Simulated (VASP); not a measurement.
# BN (Amm2) in VASP: single point with LDA

Aim: the single point of BN with LDA.

All numbers are computed with VASP 6.6.1; they aren't measurements. Logs are shortened: lines on timing, memory, paths and dates and some standing lists are left out, and cuts for length are marked.

## 1. The cell of the first run

It takes space group Amm2 (No. 38, orthorhombic). The conventional cell has a = 6.636 Å, b = 9.993 Å, c = 17.308 Å, α = 90.00°, β = 90.00°, γ = 90.00°. B (site symmetry m) has 3 N at 1.43 to 1.44 Å within 1.9 Å. B (site symmetry mm2) has 3 N at 1.44 Å within 1.9 Å. Within 1.9 Å of B (site symmetry m) lie 3 N at 1.44 Å. B (site symmetry m) has 3 N at 1.44 Å within 1.9 Å. Within 1.9 Å of B (site symmetry m) lie 3 N at 1.44 Å. Within 1.9 Å of B (site symmetry m) lie 3 N at 1.44 Å. B (site symmetry mm2) has 3 N at 1.44 to 1.46 Å within 1.9 Å. B (site symmetry m) has 3 N at 1.44 Å within 1.9 Å.

## 2. Single point, LDA

File INCAR:

```
  PREC = Accurate
  ENCUT = 520
  EDIFF = 1E-6
  ISMEAR = 0
  SIGMA = 0.01
  LREAL = Auto
  LASPH = T
  NELM = 60
  ALGO = Normal
  ISIF = 2
  LWAVE = F
  LCHARG = F
  NBANDS = 166
```

File KPOINTS:

```
regular mesh
0
Gamma
  3 3 3
```

File POSCAR:

```
BN
1.0
    9.9929600000      0.0000000000      0.0000000000
   -4.9964800000      8.6541572192      0.0000000000
    0.0000000000      0.0000000000      6.6357000000
B N
32 32
Direct
    0.0833333330      0.1666666670      0.2500000000
    0.1666666670      0.0833333330      0.7500000000
    0.0833333330      0.4166666670      0.2500000000
    0.1666666670      0.3333333330      0.7500000000
    0.0833333330      0.6666666670      0.2500000000
    0.1666666670      0.5833333330      0.7500000000
    0.0833333330      0.9166666670      0.2500000000
    0.1666666670      0.8333333330      0.7500000000
    0.3333333330      0.1666666670      0.2500000000
    0.4166666670      0.0833333330      0.7500000000
    0.3333333330      0.4166666670      0.2500000000
    0.4166666670      0.3333333330      0.7500000000
    0.3333333330      0.6666666670      0.2500000000
    0.4166666670      0.5833333330      0.7500000000
    0.3333333330      0.9166666670      0.2500000000
    0.4166666670      0.8333333330      0.7500000000
    0.5833333330      0.1666666670      0.2500000000
    0.6666666670      0.0833333330      0.7500000000
    0.5833333330      0.4166666670      0.2500000000
    0.6666666670      0.3333333330      0.7500000000
    0.5833333330      0.6666666670      0.2500000000
    0.6666666670      0.5833333330      0.7500000000
    0.5833333330      0.9166666670      0.2500000000
    0.6666666670      0.8333333330      0.7500000000
    0.8333333330      0.1666666670      0.2500000000
    0.9166666670      0.0833333330      0.7500000000
    0.8333333330      0.4166666670      0.2500000000
    0.9166666670      0.3333333330      0.7500000000
    0.8333333330      0.6666666670      0.2500000000
    0.9166666670      0.5833333330      0.7500000000
    0.8333333330      0.9166666670      0.2500000000
    0.9166666670      0.8333333330      0.7500000000
    0.0833333330      0.1666666670      0.7500000000
    0.1675333020      0.0850666040      0.2500000000
    0.0833333330      0.4166666670      0.7500000000
    0.1666666670      0.3333333330      0.2500000000
    0.0833333330      0.6666666670      0.7500000000
    0.1666666670      0.5833333330      0.2500000000
    0.0833333330      0.9166666670      0.7500000000
    0.1666666670      0.8333333330      0.2500000000
    0.3333333330      0.1666666670      0.7500000000
    0.4166666670      0.0833333330      0.2500000000
    0.3333333330      0.4166666670      0.7500000000
    0.4166666670      0.3333333330      0.2500000000
    0.3333333330      0.6666666670      0.7500000000
    0.4166666670      0.5833333330      0.2500000000
    0.3333333330      0.9166666670      0.7500000000
    0.4166666670      0.8333333330      0.2500000000
    0.5833333330      0.1666666670      0.7500000000
    0.6666666670      0.0833333330      0.2500000000
    0.5833333330      0.4166666670      0.7500000000
    0.6666666670      0.3333333330      0.2500000000
    0.5833333330      0.6666666670      0.7500000000
    0.6666666670      0.5833333330      0.2500000000
    0.5833333330      0.9166666670      0.7500000000
    0.6666666670      0.8333333330      0.2500000000
    0.8333333330      0.1666666670      0.7500000000
    0.9166666670      0.0833333330      0.2500000000
    0.8333333330      0.4166666670      0.7500000000
    0.9166666670      0.3333333330      0.2500000000
    0.8333333330      0.6666666670      0.7500000000
    0.9166666670      0.5833333330      0.2500000000
    0.8333333330      0.9166666670      0.7500000000
    0.9166666670      0.8333333330      0.2500000000
```

Potentials or basis: VASP PAW LDA potentials, release 64 (B, N).

Run with:

```
$ cat potpaw_LDA.64/B/POTCAR potpaw_LDA.64/N/POTCAR > POTCAR
$ mpirun -np 1 vasp_std > vasp.out
```

OUTCAR:

```text
PREC = Accurate
   ENCUT = 520
   EDIFF = 1E-6
   ISMEAR = 0
   LREAL = Auto
   LASPH = T
   NELM = 60
   ISIF = 2

 ion  position               nearest neighbor table
   1  0.083  0.167  0.250-  34 1.43  58 1.44  36 1.44
   2  0.167  0.083  0.750-  41 1.44  39 1.44  33 1.44
   3  0.083  0.417  0.250-  60 1.44  38 1.44  36 1.44
   4  0.167  0.333  0.750-  43 1.44  33 1.44  35 1.44
   5  0.083  0.667  0.250-  62 1.44  40 1.44  38 1.44
   6  0.167  0.583  0.750-  45 1.44  35 1.44  37 1.44
[... 56 lines left out ...]
  63  0.833  0.917  0.750-  24 1.44  26 1.44  32 1.44
  64  0.917  0.833  0.250-   7 1.44  29 1.44  31 1.44

  LATTYP: Found a hexagonal cell.
 ALAT       =     9.9929600000
 C/A-ratio  =     0.6640374824

  Lattice vectors:

 A1 = (   9.9929600000,   0.0000000000,   0.0000000000)
 A2 = (  -4.9964800000,   8.6541572192,   0.0000000000)
 A3 = (   0.0000000000,   0.0000000000,   6.6357000000)

Analysis of symmetry for initial positions (statically):
=====================================================================
 Subroutine PRICEL returns:
 Original cell was already a primitive cell.

 Routine SETGRP: Setting up the symmetry group for a
 hexagonal supercell.

 Subroutine GETGRP returns: Found  4 space group operations
 (whereof  1 operations were pure point group operations)
 out of a pool of 24 trial point group operations.

The static configuration has the point symmetry C_1 .
 The point group associated with its full space group is C_2v.

Analysis of symmetry for dynamics (positions and initial velocities):
=====================================================================
 Subroutine PRICEL returns:
 Original cell was already a primitive cell.

 Routine SETGRP: Setting up the symmetry group for a
 hexagonal supercell.

 Subroutine GETGRP returns: Found  4 space group operations
 (whereof  1 operations were pure point group operations)
 out of a pool of 24 trial point group operations.

The dynamic configuration has the point symmetry C_1 .
 The point group associated with its full space group is C_2v.

 Subroutine INISYM returns: Found  4 space group operations
 (whereof  1 operations are pure point group operations),
 and found     1 'primitive' translations

----------------------------------------------------------------------------------------

                                     Primitive cell

  volume of cell :     573.8596

  direct lattice vectors                    reciprocal lattice vectors
     9.992960000  0.000000000  0.000000000     0.100070450  0.057775701  0.000000000
    -4.996480000  8.654157219  0.000000000     0.000000000  0.115551402  0.000000000
     0.000000000  0.000000000  6.635700000     0.000000000  0.000000000  0.150700002

  length of vectors
     9.992960000  9.992960000  6.635700000     0.115551402  0.115551402  0.150700002

  position of ions in fractional coordinates (direct lattice)
     0.083333333  0.166666667  0.250000000
     0.166666667  0.083333333  0.750000000
     0.083333333  0.416666667  0.250000000
     0.166666667  0.333333333  0.750000000
     0.083333333  0.666666667  0.250000000
     0.166666667  0.583333333  0.750000000
[... 56 lines left out ...]
     0.833333333  0.916666667  0.750000000
     0.916666667  0.833333333  0.250000000

  ion indices of the primitive-cell ions
   primitive index   ion index
                 1           1
                 2           2
                 3           3
                 4           4
                 5           5
                 6           6
[... 56 lines left out ...]
                63          63
                64          64

----------------------------------------------------------------------------------------

 KPOINTS: regular mesh

Automatic generation of k-mesh.
 Grid dimensions read from file:
 generate k-points for:    3    3    3

 Generating k-lattice:

  Cartesian coordinates                     Fractional coordinates (reciprocal lattice)
     0.033356817  0.019258567  0.000000000     0.333333333 -0.000000000  0.000000000
     0.000000000  0.038517134  0.000000000     0.000000000  0.333333333  0.000000000
     0.000000000  0.000000000  0.050233334     0.000000000  0.000000000  0.333333333

  Length of vectors
     0.038517134  0.038517134  0.050233334

  Shift w.r.t. Gamma in fractional coordinates (k-lattice)
     0.000000000  0.000000000  0.000000000

 Subroutine IBZKPT returns following result:
 ===========================================

 Found      8 irreducible k-points:

 Following reciprocal coordinates:
            Coordinates               Weight
  0.000000  0.000000  0.000000      1.000000
  0.333333  0.000000  0.000000      4.000000
  0.000000  0.333333  0.000000      2.000000
  0.333333  0.333333  0.000000      2.000000
  0.000000  0.000000  0.333333      2.000000
  0.333333  0.000000  0.333333      8.000000
  0.000000  0.333333  0.333333      4.000000
  0.333333  0.333333  0.333333      4.000000
   k-points           NKPTS =      8   k-points in BZ     NKDIM =      8   number of bands    NBANDS=    166
   number of dos      NEDOS =    301   number of ions     NIONS =     64
   total plane-waves  NPLWV = 320000
   dimension x,y,z NGX =    80 NGY =   80 NGZ =   50
   dimension x,y,z NGXF=   160 NGYF=  160 NGZF=  100
   ions per type =              32  32
   NGX,Y,Z   is equivalent  to a cutoff of  13.31, 13.31, 12.53 a.u.
   NGXF,Y,Z  is equivalent  to a cutoff of  26.62, 26.62, 25.05 a.u.
 SYSTEM =  unknown system
   PREC   = accura    normal or accurate (medium, high low for compatibility)
   ISTART =      0    job   : 0-new  1-cont  2-samecut
   ICHARG =      2    charge: 1-file 2-atom 10-const
   ISPIN  =      1    spin polarized calculation?
   LNONCOLLINEAR =      F non collinear calculations
   LSORBIT =      F    spin-orbit coupling
   LASPH  =      T    aspherical Exc in radial PAW
   ENCUT  =  520.0 eV  38.22 Ry    6.18 a.u.  18.58 18.58 12.34*2*pi/ulx,y,z
   NELM   =     60;   NELMIN=  2; NELMDL= -5     # of ELM steps
   EDIFF  = 0.1E-05   stopping-criterion for ELM
   LREAL  =      T    real-space projection
   EDIFFG = 0.1E-04   stopping-criterion for IOM
   NSW    =      0    number of steps for IOM
   IBRION =     -1    ionic relax: 0-MD 1-quasi-New 2-CG
   NFREE  =      0    steps in history (QN), initial steepest desc. (CG)
   ISIF   =      2    stress and relaxation
   ISYM   =      2    0-nonsym 1-usesym 2-fastsym
   POTIM  = 0.5000    time-step for ionic-motion
   TEBEG  =    0.0;   TEEND  =   0.0 temperature during run
   PSTRESS=    0.0 pullay stress
   NELECT =     256.0000    total number of electrons
   NUPDOWN=      -1.0000    fix difference up-down
   EMIN   =  10.00;   EMAX   =-10.00  energy-range for DOS
   EFERMI =   0.00;   METHOD = LEGACY
   ISMEAR =     0;   SIGMA  =   0.01  broadening in eV -4-tet -1-fermi 0-gaus
   EFERMI_NEDOS =   21; number of points for ismear=-14 and -15
   IALGO  =     38    algorithm
   IMIX   =      4    mixing-type and parameters
     AMIX     =   0.40;   BMIX     =  1.00
     AMIX_MAG =   1.60;   BMIX_MAG =  1.00
  volume/ion in A,a.u.               =       8.97        60.51
  Fermi-wavevector in a.u.,A,eV,Ry     =   1.250891  2.363842 21.289433  1.564729
  Thomas-Fermi vector in A             =   2.384864
   LORBIT       =      0    0 simple, 1 ext, 2 COOP (PROOUT), +10 PAW based schemes
   GGA     = CA    functional components
   LHFCALC =     F    Hartree Fock is set to
   AEXX    =    0.0000 exact exchange contribution
   IVDW    =     0    specifies the selected vdW correction
   LEPSILON=     F    determine dielectric tensor
   LRPA    =     F    only Hartree local field effects (RPA)
 non-spin polarized calculation
 Gauss-broadening in eV      SIGMA  =   0.01
  energy-cutoff  :      520.00
  volume of cell :      573.86
 maximum number of plane-waves:     15475
 NGX is ok and might be reduce to    80
   NGX = 37   NGY = 37   NGZ = 25

 number of electron     256.0000041 magnetization

 Free energy of the ion-electron system (eV)
  ---------------------------------------------------
  ext. energy  EPLUGINS =         0.00000000
  ---------------------------------------------------
  free energy    TOTEN  =      -617.24833592 eV

  energy without entropy =     -617.24833592  energy(sigma->0) =     -617.24833592

 E-fermi :   2.2890     XC(G=0): -10.5395

 val. band max:        2.1786094410   @ k =   0.3333   0.0000   0.0000
 cond. band min:       6.2657912485   @ k =   0.0000   0.0000   0.0000
 fundamental gap:      4.0871818075
 Fermi energy:         2.2889943858

 k-point     1 :       0.0000    0.0000    0.0000
  band No.  band energies     occupation
      1     -15.4492      2.00000
      2     -15.1329      2.00000
      3     -14.2672      2.00000
      4     -14.2662      2.00000
      5     -14.2649      2.00000
      6     -14.2635      2.00000
[... 132 lines left out ...]
    139       7.7167      0.00000
    140       7.7212      0.00000

 k-point     2 :       0.3333    0.0000    0.0000
  band No.  band energies     occupation
      1     -15.3123      2.00000
      2     -15.0011      2.00000
      3     -14.9087      2.00000
      4     -14.6127      2.00000
      5     -14.5176      2.00000
      6     -14.5153      2.00000
[... 990 lines left out ...]
    139       8.0552      0.00000
    140       8.0566      0.00000
 [bands above 140 left out]

------------------------ aborting loop because EDIFF is reached ----------------------------------------

  FORCE on cell =-STRESS in cart. coord.  units (eV):
  Direction    XX          YY          ZZ          XY          YZ          ZX
  --------------------------------------------------------------------------------------
  -------------------------------------------------------------------------------------
  Total      -11.9590760    -12.3359767     -2.5144006      0.0000000      0.0000000      0.0000000
  in kB      -33.3889325    -34.4412138     -7.0200366      0.0000000      0.0000000      0.0000000
  external PRESSURE =     -24.9500610 kB  Pullay stress =       0.0000000 kB

 VOLUME and BASIS-vectors are now :
 -----------------------------------------------------------------------------
  energy-cutoff  :      520.00
  volume of cell :      573.86
      direct lattice vectors                 reciprocal lattice vectors
     9.992960000  0.000000000  0.000000000     0.100070450  0.057775701  0.000000000
    -4.996480000  8.654157219  0.000000000     0.000000000  0.115551402  0.000000000
     0.000000000  0.000000000  6.635700000     0.000000000  0.000000000  0.150700002

 POSITION                                       TOTAL-FORCE (eV/Angst)
 -----------------------------------------------------------------------------------
     -0.00000      1.44236      1.65892        -0.095842      0.172795      0.000000
      1.24912      0.72118      4.97677         0.000000      0.006909      0.000000
     -1.24912      3.60590      1.65892         0.017005     -0.005886      0.000000
      0.00000      2.88472      4.97677         0.001715      0.000428      0.000000
     -2.49824      5.76944      1.65892         0.000328     -0.020140      0.000000
     -1.24912      5.04826      4.97677         0.002227     -0.002675      0.000000
[... 56 lines left out ...]
      3.74736      7.93298      4.97677         0.001706     -0.001786      0.000000
      4.99648      7.21180      1.65892         0.038409      0.048257      0.000000
 -----------------------------------------------------------------------------------
    total drift:                                0.000067      0.000088      0.000000

  FREE ENERGIE OF THE ION-ELECTRON SYSTEM (eV)
  ---------------------------------------------------
  free  energy   TOTEN  =      -617.2483359180 eV

  energy  without entropy=     -617.2483359180  energy(sigma->0) =     -617.24833592
```

Wall time 44 min (1 thread of Oxide Virtual Turin-like, shared host); peak memory 0.72 GiB.

What came out:

| Quantity | Value |
| --- | --- |
| Free energy | -617.2483 eV |
| Pressure | -2.5 GPa |
| Largest force | 0.807 eV/Å |
| Band gap on the k mesh | 4.09 eV |

Forces in eV/Å, atoms in the order of the input:
```
B   -0.096  0.173  0.000
B    0.000  0.007  0.000
B    0.017 -0.006  0.000
B    0.002  0.000  0.000
B    0.000 -0.020  0.000
B    0.002 -0.003  0.000
B    0.000  0.314  0.000
B    0.002 -0.001  0.000
B    0.096  0.173  0.000
B   -0.001  0.003  0.000
B    0.000 -0.018  0.000
B   -0.002  0.000  0.000
B    0.005 -0.006  0.000
B    0.000 -0.003  0.000
B    0.020  0.016  0.000
B    0.001 -0.001  0.000
B   -0.004  0.002  0.000
B    0.000  0.001  0.000
B   -0.017 -0.006  0.000
B   -0.002  0.000  0.000
B   -0.005 -0.006  0.000
B   -0.002 -0.003  0.000
B    0.000  0.004  0.000
B   -0.001 -0.001  0.000
B    0.004  0.002  0.000
B    0.001  0.003  0.000
B    0.000 -0.010  0.000
B    0.002  0.000  0.000
B    0.000 -0.020  0.000
B    0.000 -0.003  0.000
B   -0.020  0.016  0.000
B   -0.002 -0.001  0.000
N   -0.001 -0.003  0.000
N    0.000 -0.807  0.000
N   -0.002  0.001  0.000
N   -0.048  0.049  0.000
N   -0.001  0.002  0.000
N   -0.009  0.013  0.000
N    0.000 -0.001  0.000
N   -0.038  0.048  0.000
N    0.001 -0.003  0.000
N   -0.005 -0.026  0.000
N    0.000  0.001  0.000
N    0.048  0.049  0.000
N   -0.001  0.002  0.000
N    0.000  0.012  0.000
N   -0.002 -0.002  0.000
N   -0.006  0.002  0.000
N    0.001 -0.001  0.000
N    0.000 -0.003  0.000
N    0.002  0.001  0.000
N    0.006  0.002  0.000
N    0.001  0.002  0.000
N    0.009  0.013  0.000
N    0.000  0.000  0.000
N    0.006  0.002  0.000
N   -0.001 -0.001  0.000
N    0.005 -0.026  0.000
N    0.000  0.002  0.000
N   -0.006  0.002  0.000
N    0.001  0.002  0.000
N    0.000  0.012  0.000
N    0.002 -0.002  0.000
N    0.038  0.048  0.000
```

Stress tensor (GPa, compression positive):
```
-3.34  0.00  0.00
 0.00 -3.44  0.00
 0.00  0.00 -0.70
```

Caveat: an odd mesh through Γ misses points on the zone boundary, where band edges can lie.
